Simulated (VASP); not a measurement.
# HfHgF (P-6m2) in VASP: a series of runs

The runs below take HfHgF through single point, relaxation of cell and atoms, with PBE.

Program: VASP 6.6.1. These are calculated values, not measurements. Logs are shortened: lines on timing, memory, paths and dates and some standing lists are left out, and cuts for length are marked.

## Step 1: The cell of the first run

Symmetry: P-6m2, No. 187, hexagonal system. The conventional cell has a = 4.823 Å, b = 4.823 Å, c = 3.042 Å, α = 90.00°, β = 90.00°, γ = 120.00°. Hf (site symmetry -6m2) has 3 Hg at 2.78 Å and 2 Hf at 3.04 Å and 6 F at 3.17 Å within 3.7 Å. Within 3.7 Å of Hg (site symmetry -6m2) lie 3 Hf at 2.78 Å and 2 Hg at 3.04 Å and 6 F at 3.17 Å. Within 4.0 Å of F (site symmetry -6m2) lie 2 F at 3.04 Å and 6 Hf at 3.17 Å and 6 Hg at 3.17 Å.

The cell was generated, and may not be a known phase.

## Step 2: Single point, PBE

Contents of INCAR:

```
ALGO = Normal
EDIFF = 1E-7
ENCUT = 520
GGA = PE
ISIF = 2
ISMEAR = 0
LASPH = T
LCHARG = F
LREAL = F
LWAVE = F
NBANDS = 22
NELM = 100
PREC = Accurate
SIGMA = 0.1
```

Contents of KPOINTS:

```
k-points
0
Gamma
  12 12 16
```

Contents of POSCAR:

```
HfHgF
1.0
    4.8226576979      0.0000000000      0.0000000000
   -2.4113288490      4.1765440801      0.0000000000
    0.0000000000      0.0000000000      3.0419728687
Hf Hg F
1 1 1
Direct
    0.6666666667      0.3333333333      0.5000000000
    0.3333333333      0.6666666667      0.5000000000
    0.0000000000      0.0000000000      0.0000000000
```

Potentials or basis: VASP PAW PBE potentials, release 64 (Hf_pv, Hg, F).

Command:

```sh
$ cat potpaw_PBE.64/Hf_pv/POTCAR potpaw_PBE.64/Hg/POTCAR potpaw_PBE.64/F/POTCAR > POTCAR
$ mpirun -np 1 vasp_std > vasp.out
```

OUTCAR:

```text
EDIFF = 1E-7
   ENCUT = 520
   GGA = PE
   ISIF = 2
   ISMEAR = 0
   LASPH = T
   LREAL = F
   NELM = 100
   PREC = Accurate

 ion  position               nearest neighbor table
   1  0.667  0.333  0.500-   2 2.78   2 2.78   2 2.78
   2  0.333  0.667  0.500-   1 2.78   1 2.78   1 2.78
   3  0.000  0.000  0.000-

  LATTYP: Found a hexagonal cell.
 ALAT       =     4.8226576979
 C/A-ratio  =     0.6307669047

  Lattice vectors:

 A1 = (   4.8226576979,   0.0000000000,   0.0000000000)
 A2 = (  -2.4113288490,   4.1765440801,   0.0000000000)
 A3 = (   0.0000000000,   0.0000000000,   3.0419728687)

Analysis of symmetry for initial positions (statically):
=====================================================================
 Subroutine PRICEL returns:
 Original cell was already a primitive cell.

 Routine SETGRP: Setting up the symmetry group for a
 hexagonal supercell.

 Subroutine GETGRP returns: Found 12 space group operations
 (whereof 12 operations were pure point group operations)
 out of a pool of 24 trial point group operations.

The static configuration has the point symmetry D_3h.

Analysis of symmetry for dynamics (positions and initial velocities):
=====================================================================
 Subroutine PRICEL returns:
 Original cell was already a primitive cell.

 Routine SETGRP: Setting up the symmetry group for a
 hexagonal supercell.

 Subroutine GETGRP returns: Found 12 space group operations
 (whereof 12 operations were pure point group operations)
 out of a pool of 24 trial point group operations.

The dynamic configuration has the point symmetry D_3h.

 Subroutine INISYM returns: Found 12 space group operations
 (whereof 12 operations are pure point group operations),
 and found     1 'primitive' translations

----------------------------------------------------------------------------------------

                                     Primitive cell

  volume of cell :      61.2715

  direct lattice vectors                    reciprocal lattice vectors
     4.822657698  0.000000000  0.000000000     0.207354547  0.119716203  0.000000000
    -2.411328849  4.176544080  0.000000000     0.000000000  0.239432407  0.000000000
     0.000000000  0.000000000  3.041972869     0.000000000  0.000000000  0.328734030

  length of vectors
     4.822657698  4.822657698  3.041972869     0.239432407  0.239432407  0.328734030

  position of ions in fractional coordinates (direct lattice)
     0.666666667  0.333333333  0.500000000
     0.333333333  0.666666667  0.500000000
     0.000000000  0.000000000  0.000000000

  ion indices of the primitive-cell ions
   primitive index   ion index
                 1           1
                 2           2
                 3           3

----------------------------------------------------------------------------------------

 KPOINTS: k-points

Automatic generation of k-mesh.
 Grid dimensions read from file:
 generate k-points for:   12   12   16

 Generating k-lattice:

  Cartesian coordinates                     Fractional coordinates (reciprocal lattice)
     0.017279546  0.009976350  0.000000000     0.083333333 -0.000000000  0.000000000
     0.000000000  0.019952701  0.000000000     0.000000000  0.083333333  0.000000000
     0.000000000  0.000000000  0.020545877     0.000000000  0.000000000  0.062500000

  Length of vectors
     0.019952701  0.019952701  0.020545877

  Shift w.r.t. Gamma in fractional coordinates (k-lattice)
     0.000000000  0.000000000  0.000000000

 Subroutine IBZKPT returns following result:
 ===========================================

 Found    171 irreducible k-points:

 Following reciprocal coordinates:
            Coordinates               Weight
  0.000000  0.000000  0.000000      1.000000
  0.083333 -0.000000  0.000000      6.000000
  0.166667  0.000000  0.000000      6.000000
  0.250000  0.000000  0.000000      6.000000
  0.333333  0.000000  0.000000      6.000000
  0.416667 -0.000000  0.000000      6.000000
[... 16 lines left out ...]
  0.250000  0.000000  0.062500     12.000000
  0.333333  0.000000  0.062500     12.000000
 [... further k-points ...]
   k-points           NKPTS =    171   k-points in BZ     NKDIM =    171   number of bands    NBANDS=     22
   number of dos      NEDOS =    301   number of ions     NIONS =      3
   total plane-waves  NPLWV =  31104
   dimension x,y,z NGX =    36 NGY =   36 NGZ =   24
   dimension x,y,z NGXF=    72 NGYF=   72 NGZF=   48
   ions per type =               1   1   1
   NGX,Y,Z   is equivalent  to a cutoff of  12.41, 12.41, 13.12 a.u.
   NGXF,Y,Z  is equivalent  to a cutoff of  24.82, 24.82, 26.23 a.u.
 SYSTEM =  unknown system
   PREC   = accura    normal or accurate (medium, high low for compatibility)
   ISTART =      0    job   : 0-new  1-cont  2-samecut
   ICHARG =      2    charge: 1-file 2-atom 10-const
   ISPIN  =      1    spin polarized calculation?
   LNONCOLLINEAR =      F non collinear calculations
   LSORBIT =      F    spin-orbit coupling
   LASPH  =      T    aspherical Exc in radial PAW
   ENCUT  =  520.0 eV  38.22 Ry    6.18 a.u.   8.97  8.97  5.66*2*pi/ulx,y,z
   NELM   =    100;   NELMIN=  2; NELMDL= -5     # of ELM steps
   EDIFF  = 0.1E-06   stopping-criterion for ELM
   LREAL  =      F    real-space projection
   EDIFFG = 0.1E-05   stopping-criterion for IOM
   NSW    =      0    number of steps for IOM
   IBRION =     -1    ionic relax: 0-MD 1-quasi-New 2-CG
   NFREE  =      0    steps in history (QN), initial steepest desc. (CG)
   ISIF   =      2    stress and relaxation
   ISYM   =      2    0-nonsym 1-usesym 2-fastsym
   POTIM  = 0.5000    time-step for ionic-motion
   TEBEG  =    0.0;   TEEND  =   0.0 temperature during run
   PSTRESS=    0.0 pullay stress
   NELECT =      29.0000    total number of electrons
   NUPDOWN=      -1.0000    fix difference up-down
   EMIN   =  10.00;   EMAX   =-10.00  energy-range for DOS
   EFERMI =   0.00;   METHOD = LEGACY
   ISMEAR =     0;   SIGMA  =   0.10  broadening in eV -4-tet -1-fermi 0-gaus
   EFERMI_NEDOS =   21; number of points for ismear=-14 and -15
   IALGO  =     38    algorithm
   IMIX   =      4    mixing-type and parameters
     AMIX     =   0.40;   BMIX     =  1.00
     AMIX_MAG =   1.60;   BMIX_MAG =  1.00
  volume/ion in A,a.u.               =      20.42       137.83
  Fermi-wavevector in a.u.,A,eV,Ry     =   1.275816  2.410942 22.146274  1.627705
  Thomas-Fermi vector in A             =   2.408507
   LORBIT       =      0    0 simple, 1 ext, 2 COOP (PROOUT), +10 PAW based schemes
   GGA     = PE    functional components
   LHFCALC =     F    Hartree Fock is set to
   AEXX    =    0.0000 exact exchange contribution
   IVDW    =     0    specifies the selected vdW correction
   LEPSILON=     F    determine dielectric tensor
   LRPA    =     F    only Hartree local field effects (RPA)
 non-spin polarized calculation
 Gauss-broadening in eV      SIGMA  =   0.10
  energy-cutoff  :      520.00
  volume of cell :       61.27
 maximum number of plane-waves:      1685
 NGX is ok and might be reduce to    36
   NGX = 17   NGY = 17   NGZ = 11

 number of electron      29.0000014 magnetization

 Free energy of the ion-electron system (eV)
  ---------------------------------------------------
  ext. energy  EPLUGINS =         0.00000000
  ---------------------------------------------------
  free energy    TOTEN  =       -12.33174399 eV

  energy without entropy =      -12.31800672  energy(sigma->0) =      -12.32487536

 E-fermi :   2.9384     XC(G=0): -10.3616

 val. band max:        2.9360270946   @ k =   0.2500   0.1667   0.1875
 cond. band min:       2.9398282411   @ k =   0.3333   0.3333   0.4375
 fundamental gap:      0.0038011465
 Fermi energy:         2.9383527324

 k-point     1 :       0.0000    0.0000    0.0000
  band No.  band energies     occupation
      1     -29.1339      2.00000
      2     -29.1339      2.00000
      3     -28.5560      2.00000
      4     -19.2460      2.00000
      5      -5.3214      2.00000
      6      -4.8628      2.00000
[... 14 lines left out ...]
     21       8.2154      0.00000
     22      13.1370      0.00000

 k-point     2 :       0.0833   -0.0000    0.0000
  band No.  band energies     occupation
      1     -29.1344      2.00000
      2     -29.1338      2.00000
      3     -28.5560      2.00000
      4     -19.2448      2.00000
      5      -5.3197      2.00000
      6      -4.9093      2.00000
[... 14 lines left out ...]
     21       8.6702      0.00000
     22      13.0608      0.00000

 k-point     3 :       0.1667    0.0000    0.0000
  band No.  band energies     occupation
      1     -29.1356      2.00000
      2     -29.1336      2.00000
      3     -28.5560      2.00000
      4     -19.2422      2.00000
      5      -5.3153      2.00000
      6      -4.9952      2.00000
[... 14 lines left out ...]
     21       9.3618      0.00000
     22      13.0214      0.00000

 k-point     4 :       0.2500    0.0000    0.0000
  band No.  band energies     occupation
      1     -29.1373      2.00000
      2     -29.1333      2.00000
      3     -28.5560      2.00000
      4     -19.2387      2.00000
      5      -5.3101      2.00000
      6      -5.0617      2.00000
[... 14 lines left out ...]
     21       9.9671      0.00000
     22      13.2389      0.00000

 k-point     5 :       0.3333    0.0000    0.0000
  band No.  band energies     occupation
      1     -29.1391      2.00000
      2     -29.1331      2.00000
      3     -28.5560      2.00000
      4     -19.2353      2.00000
      5      -5.3061      2.00000
      6      -5.0930      2.00000
[... 417 lines left out ...]
 k-point    22 :       0.1667    0.0000    0.0625
  band No.  band energies     occupation
      1     -29.1333      2.00000
      2     -29.1313      2.00000
      3     -28.5789      2.00000
      4     -19.2370      2.00000
      5      -5.2580      2.00000
      6      -4.9810      2.00000
[... 14 lines left out ...]
     21       9.4819      0.00000
     22      13.0860      0.00000

 k-point    23 :       0.2500    0.0000    0.0625
  band No.  band energies     occupation
      1     -29.1350      2.00000
      2     -29.1311      2.00000
      3     -28.5789      2.00000
      4     -19.2337      2.00000
      5      -5.2511      2.00000
      6      -5.0476      2.00000
[... 14 lines left out ...]
     21      10.0721      0.00000
     22      13.3131      0.00000

 k-point    24 :       0.3333    0.0000    0.0625
  band No.  band energies     occupation
      1     -29.1367      2.00000
      2     -29.1308      2.00000
      3     -28.5789      2.00000
      4     -19.2304      2.00000
      5      -5.2454      2.00000
      6      -5.0818      2.00000
[... 14 lines left out ...]
     21      10.4134      0.00000
     22      13.6717      0.00000

 [... further k-points ...]
[... 5 lines left out ...]
  --------------------------------------------------------------------------------------
  -------------------------------------------------------------------------------------
  Total       -0.1447636     -0.1447636     -0.0752831      0.0000000     -0.0000000      0.0000000
  in kB       -3.7853947     -3.7853947     -1.9685636      0.0000000     -0.0000000      0.0000000
  external PRESSURE =      -3.1797844 kB  Pullay stress =       0.0000000 kB

 VOLUME and BASIS-vectors are now :
 -----------------------------------------------------------------------------
  energy-cutoff  :      520.00
  volume of cell :       61.27
      direct lattice vectors                 reciprocal lattice vectors
     4.822657698  0.000000000  0.000000000     0.207354547  0.119716203  0.000000000
    -2.411328849  4.176544080  0.000000000     0.000000000  0.239432407  0.000000000
     0.000000000  0.000000000  3.041972869     0.000000000  0.000000000  0.328734030

 POSITION                                       TOTAL-FORCE (eV/Angst)
 -----------------------------------------------------------------------------------
      2.41133      1.39218      1.52099        -0.000000      0.000000      0.000000
     -0.00000      2.78436      1.52099        -0.000000      0.000000      0.000000
      0.00000      0.00000      0.00000         0.000000     -0.000000      0.000000
 -----------------------------------------------------------------------------------
    total drift:                               -0.000000      0.000000     -0.000000

  FREE ENERGIE OF THE ION-ELECTRON SYSTEM (eV)
  ---------------------------------------------------
  free  energy   TOTEN  =       -12.3317439923 eV

  energy  without entropy=      -12.3180067188  energy(sigma->0) =      -12.32487536
```

It took 1.9 min on 1 thread of Intel Xeon Platinum 8559C (Emerald Rapids), shared host; peak memory 0.37 GiB.

Results:

```
Free energy            : -12.3317 eV
Pressure               : -0.3 GPa
Band gap on the k mesh : zero (an odd number of electrons rules out a gap without spin polarisation)
```

Levels at points of the mesh, in eV from the Fermi level:
| k point | band 10 | band 11 | band 12 | band 13 | band 14 | band 15 | band 16 | band 17 | band 18 | band 19 |
| --- | --- | --- | --- | --- | --- | --- | --- | --- | --- | --- |
| (0.00, 0.00, 0.00) | -6.98 | -4.24 | -4.24 | -3.02 | -2.09 | -0.36 | -0.36 | 3.33 | 3.33 | 4.65 |
| (0.50, 0.00, 0.00) | -6.82 | -4.24 | -3.88 | -3.01 | -2.36 | -0.68 | 0.47 | 1.90 | 3.11 | 3.28 |
| (0.00, 0.00, 0.50) | -4.66 | -3.84 | -3.84 | -2.07 | -0.63 | 0.09 | 0.09 | 0.17 | 0.17 | 6.08 |
| (0.50, 0.00, 0.50) | -4.45 | -4.18 | -3.78 | -2.39 | -1.19 | 0.28 | 0.85 | 1.57 | 2.72 | 2.98 |

Caveat: spin-orbit coupling is left out, which moves the levels of the heavy elements.

(Continued in part 2 of 2.)

The gap in the log of VASP goes by the Fermi energy; the results here count the filled bands.